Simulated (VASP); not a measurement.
# BaZrO3 (Pm-3m) in VASP: notebook, part 2 of 2

VASP 6.6.1. Earlier steps stand in the parts before.

**3. Relaxation of cell and atoms, r2SCAN**

This run uses another cell than the first one, of 14.73 Å³/atom, 0.990 times its volume.

POSCAR

```
BaZrO3
1.0
    4.1913400000      0.0000000000      0.0000000000
    0.0000000000      4.1913400000      0.0000000000
    0.0000000000      0.0000000000      4.1913400000
Ba Zr O
1 1 3
Direct
    0.0000000000      0.0000000000      0.0000000000
    0.5000000000      0.5000000000      0.5000000000
    0.0000000000      0.5000000000      0.5000000000
    0.5000000000      0.0000000000      0.5000000000
    0.5000000000      0.5000000000      0.0000000000
```

INCAR.step1

```
ALGO = Normal ; EDIFF = 1E-4
ENCUT = 600 ; GGA = PE
ISMEAR = -1 ; LASPH = T
LCHARG = F ; LREAL = F
LWAVE = T ; NELM = 100
PREC = Accurate ; SIGMA = 0.1
```

INCAR.step2

```
ALGO = Normal ; EDIFF = 1E-7
EDIFFG = -0.002 ; ENCUT = 600
IBRION = 2 ; ISIF = 3
ISMEAR = -1 ; ISTART = 1
LASPH = T ; LCHARG = F
LMIXTAU = T ; LREAL = F
LWAVE = F ; METAGGA = R2SCAN
NELM = 100 ; NSW = 100
PREC = Accurate ; SIGMA = 0.1
```

KPOINTS

```
k-points
0
Gamma
  8 8 8
```

Potentials or basis: VASP PAW PBE potentials, release 64 (Ba_sv, Zr_sv, O).

On the command line:

```console
$ cat potpaw_PBE.64/Ba_sv/POTCAR potpaw_PBE.64/Zr_sv/POTCAR potpaw_PBE.64/O/POTCAR > POTCAR
$ cp INCAR.step1 INCAR
$ mpirun -np 1 vasp_std > vasp.out
$ cp INCAR.step2 INCAR
$ mpirun -np 1 vasp_std > vasp.out
```

OUTCAR:

```text
EDIFF = 1E-7
   EDIFFG = -0.002
   ENCUT = 600
   IBRION = 2
   ISIF = 3
   ISMEAR = -1
   ISTART = 1
   LASPH = T
   LREAL = F
   METAGGA = R2SCAN
   NELM = 100
   NSW = 100
   PREC = Accurate

 ion  position               nearest neighbor table
   1  0.000  0.000  0.000-   3 2.96   4 2.96   5 2.96   3 2.96   4 2.96   3 2.96   5 2.96   3 2.96
                             4 2.96   5 2.96   4 2.96   5 2.96   2 3.63   2 3.63   2 3.63   2 3.63
   2  0.500  0.500  0.500-   3 2.10   4 2.10   5 2.10   5 2.10   4 2.10   3 2.10   1 3.63   1 3.63
                             1 3.63   1 3.63   1 3.63   1 3.63   1 3.63   1 3.63
   3  0.000  0.500  0.500-   2 2.10   2 2.10   1 2.96   1 2.96   1 2.96   1 2.96
   4  0.500  0.000  0.500-   2 2.10   2 2.10   1 2.96   1 2.96   1 2.96   1 2.96
   5  0.500  0.500  0.000-   2 2.10   2 2.10   1 2.96   1 2.96   1 2.96   1 2.96

  LATTYP: Found a simple cubic cell.
 ALAT       =     4.1913400000

  Lattice vectors:

 A1 = (   4.1913400000,   0.0000000000,   0.0000000000)
 A2 = (   0.0000000000,   4.1913400000,   0.0000000000)
 A3 = (   0.0000000000,   0.0000000000,   4.1913400000)

Analysis of symmetry for initial positions (statically):
=====================================================================
 Subroutine PRICEL returns:
 Original cell was already a primitive cell.

 Routine SETGRP: Setting up the symmetry group for a
 simple cubic supercell.

 Subroutine GETGRP returns: Found 48 space group operations
 (whereof 48 operations were pure point group operations)
 out of a pool of 48 trial point group operations.

The static configuration has the point symmetry O_h .

Analysis of symmetry for dynamics (positions and initial velocities):
=====================================================================
 Subroutine PRICEL returns:
 Original cell was already a primitive cell.

 Routine SETGRP: Setting up the symmetry group for a
 simple cubic supercell.

 Subroutine GETGRP returns: Found 48 space group operations
 (whereof 48 operations were pure point group operations)
 out of a pool of 48 trial point group operations.

The dynamic configuration has the point symmetry O_h .

 Subroutine INISYM returns: Found 48 space group operations
 (whereof 48 operations are pure point group operations),
 and found     1 'primitive' translations

----------------------------------------------------------------------------------------

                                     Primitive cell

  volume of cell :      73.6307

  direct lattice vectors                    reciprocal lattice vectors
     4.191340000  0.000000000  0.000000000     0.238587182  0.000000000  0.000000000
     0.000000000  4.191340000  0.000000000     0.000000000  0.238587182  0.000000000
     0.000000000  0.000000000  4.191340000     0.000000000  0.000000000  0.238587182

  length of vectors
     4.191340000  4.191340000  4.191340000     0.238587182  0.238587182  0.238587182

  position of ions in fractional coordinates (direct lattice)
     0.000000000  0.000000000  0.000000000
     0.500000000  0.500000000  0.500000000
     0.000000000  0.500000000  0.500000000
     0.500000000  0.000000000  0.500000000
     0.500000000  0.500000000  0.000000000
[... 59 lines left out ...]
  0.375000  0.375000  0.125000     24.000000
  0.500000  0.375000  0.125000     24.000000
 [... further k-points ...]
   k-points           NKPTS =     35   k-points in BZ     NKDIM =     35   number of bands    NBANDS=     24
   number of dos      NEDOS =    301   number of ions     NIONS =      5
   total plane-waves  NPLWV =  46656
   dimension x,y,z NGX =    36 NGY =   36 NGZ =   36
   dimension x,y,z NGXF=    72 NGYF=   72 NGZF=   72
   ions per type =               1   1   3
   NGX,Y,Z   is equivalent  to a cutoff of  14.28, 14.28, 14.28 a.u.
   NGXF,Y,Z  is equivalent  to a cutoff of  28.56, 28.56, 28.56 a.u.
 SYSTEM =  unknown system
   PREC   = accura    normal or accurate (medium, high low for compatibility)
   ISTART =      1    job   : 0-new  1-cont  2-samecut
   ICHARG =      0    charge: 1-file 2-atom 10-const
   ISPIN  =      1    spin polarized calculation?
   LNONCOLLINEAR =      F non collinear calculations
   LSORBIT =      F    spin-orbit coupling
   LASPH  =      T    aspherical Exc in radial PAW
   ENCUT  =  600.0 eV  44.10 Ry    6.64 a.u.   8.37  8.37  8.37*2*pi/ulx,y,z
   NELM   =    100;   NELMIN=  2; NELMDL=  0     # of ELM steps
   EDIFF  = 0.1E-06   stopping-criterion for ELM
   LREAL  =      F    real-space projection
   EDIFFG = -.2E-02   stopping-criterion for IOM
   NSW    =    100    number of steps for IOM
   IBRION =      2    ionic relax: 0-MD 1-quasi-New 2-CG
   NFREE  =      1    steps in history (QN), initial steepest desc. (CG)
   ISIF   =      3    stress and relaxation
   ISYM   =      2    0-nonsym 1-usesym 2-fastsym
   POTIM  = 0.5000    time-step for ionic-motion
   TEBEG  =    0.0;   TEEND  =   0.0 temperature during run
   PSTRESS=    0.0 pullay stress
   NELECT =      40.0000    total number of electrons
   NUPDOWN=      -1.0000    fix difference up-down
   EMIN   =  10.00;   EMAX   =-10.00  energy-range for DOS
   EFERMI =   0.00;   METHOD = LEGACY
   ISMEAR =    -1;   SIGMA  =   0.10  broadening in eV -4-tet -1-fermi 0-gaus
   EFERMI_NEDOS =   21; number of points for ismear=-14 and -15
   IALGO  =     38    algorithm
   IMIX   =      4    mixing-type and parameters
     AMIX     =   0.40;   BMIX     =  1.00
     AMIX_MAG =   1.60;   BMIX_MAG =  1.00
  volume/ion in A,a.u.               =      14.73        99.38
  Fermi-wavevector in a.u.,A,eV,Ry     =   1.335802  2.524299 24.277770  1.784366
  Thomas-Fermi vector in A             =   2.464478
   LORBIT       =      0    0 simple, 1 ext, 2 COOP (PROOUT), +10 PAW based schemes
   METAGGA = R2SCAN    functional components
   LHFCALC =     F    Hartree Fock is set to
   AEXX    =    0.0000 exact exchange contribution
   IVDW    =     0    specifies the selected vdW correction
   LEPSILON=     F    determine dielectric tensor
   LRPA    =     F    only Hartree local field effects (RPA)
 conjugate gradient relaxation of ions
 non-spin polarized calculation
  energy-cutoff  :      600.00
  volume of cell :       73.63
 maximum number of plane-waves:      2517
 NGX is ok and might be reduce to    36
   NGX = 17   NGY = 17   NGZ = 17

--------------------------------------- Ionic step        1  -------------------------------------------

 number of electron      40.0000010 magnetization

 Free energy of the ion-electron system (eV)
  ---------------------------------------------------
  ext. energy  EPLUGINS =         0.00000000
  ---------------------------------------------------
  free energy    TOTEN  =       -85.10431987 eV

  energy without entropy =      -85.10431987  energy(sigma->0) =      -85.10431987

------------------------ aborting loop because EDIFF is reached ----------------------------------------

  FORCE on cell =-STRESS in cart. coord.  units (eV):
  Direction    XX          YY          ZZ          XY          YZ          ZX
  --------------------------------------------------------------------------------------
  -------------------------------------------------------------------------------------
  Total        1.1705228      1.1705228      1.1705228     -0.0000000     -0.0000000      0.0000000
  in kB       25.4701674     25.4701674     25.4701674     -0.0000000     -0.0000000      0.0000000
  external PRESSURE =      25.4701674 kB  Pullay stress =       0.0000000 kB
[... 65 lines left out ...]
--------------------------------------- Ionic step        3  -------------------------------------------

 number of electron      40.0000018 magnetization

 Free energy of the ion-electron system (eV)
  ---------------------------------------------------
  ext. energy  EPLUGINS =         0.00000000
  ---------------------------------------------------
  free energy    TOTEN  =       -85.11315969 eV

  energy without entropy =      -85.11315969  energy(sigma->0) =      -85.11315969

 E-fermi :   5.2997     XC(G=0): -11.3070

 val. band max:        3.3757509774   @ k =   0.5000   0.5000   0.5000
 cond. band min:       7.0427848371   @ k =   0.0000   0.0000   0.0000
 fundamental gap:      3.6670338597
 Fermi energy:         5.2996589531

 k-point     1 :       0.0000    0.0000    0.0000
  band No.  band energies     occupation
      1     -45.2340      2.00000
      2     -22.6680      2.00000
      3     -22.6562      2.00000
      4     -22.6562      2.00000
      5     -22.6562      2.00000
      6     -13.9409      2.00000
[... 637 lines left out ...]
     23      10.1377      0.00000
     24      10.6363      0.00000

 [... further k-points ...]

------------------------ aborting loop because EDIFF is reached ----------------------------------------

  FORCE on cell =-STRESS in cart. coord.  units (eV):
  Direction    XX          YY          ZZ          XY          YZ          ZX
  --------------------------------------------------------------------------------------
  -------------------------------------------------------------------------------------
  Total        0.0060394      0.0060394      0.0060394     -0.0000000      0.0000000     -0.0000000
  in kB        0.1294311      0.1294311      0.1294311     -0.0000000      0.0000000     -0.0000000
  external PRESSURE =       0.1294311 kB  Pullay stress =       0.0000000 kB
[... 20 lines left out ...]
  FREE ENERGIE OF THE ION-ELECTRON SYSTEM (eV)
  ---------------------------------------------------
  free  energy   TOTEN  =       -85.1131596940 eV

  energy  without entropy=      -85.1131596903  energy(sigma->0) =      -85.11315969

 reached required accuracy - stopping structural energy minimisation
```

Wall time 4.9 min (1 thread of Intel Xeon 6975P-C (Granite Rapids), shared host); peak memory 0.29 GiB.

What came out:

```yaml
Free_energy: -85.1132 eV
Relaxed_volume: 14.95 Å³/atom
Relaxed_cell: a = 4.213 Å, b = 4.213 Å, c = 4.213 Å, α = 90.00°, β = 90.00°, γ = 90.00°
Space_group_after_relaxing_to_0.05_Å: Pm-3m (No. 221)
Energy_gained_by_relaxing: 1.8 meV/atom
Ionic_steps: 3
Pressure_after_relaxing: 0.0 GPa
Band_gap_on_the_k_mesh: 3.67 eV, indirect (least direct gap 3.93 eV)
```

Step by step:
```
step  energy change (eV)  largest force (eV/Å)  pressure (GPa)  volume (Å³)
   1              0.0000                0.0000            2.55        73.63
   2              0.0040                0.0000           -2.89        76.15
   3             -0.0088                0.0000            0.01        74.76
```

Final structure:
```cif
data_structure
_symmetry_space_group_name_H-M 'P 1'
_symmetry_Int_Tables_number 1
_cell_length_a 4.2126
_cell_length_b 4.2126
_cell_length_c 4.2126
_cell_angle_alpha 90.000
_cell_angle_beta 90.000
_cell_angle_gamma 90.000
_cell_volume 74.76
loop_
_atom_site_label
_atom_site_type_symbol
_atom_site_fract_x
_atom_site_fract_y
_atom_site_fract_z
_atom_site_occupancy
Ba1 Ba 0.00000 0.00000 0.00000 1
Zr1 Zr 0.50000 0.50000 0.50000 1
O1 O 0.00000 0.50000 0.50000 1
O2 O 0.50000 0.00000 0.50000 1
O3 O 0.50000 0.50000 0.00000 1
```

Caveat: the PAW data sets were made with another functional, which shifts forces and pressure a little; spin-orbit coupling is left out, which moves the levels of the heavy elements. A k mesh can miss the band edges.
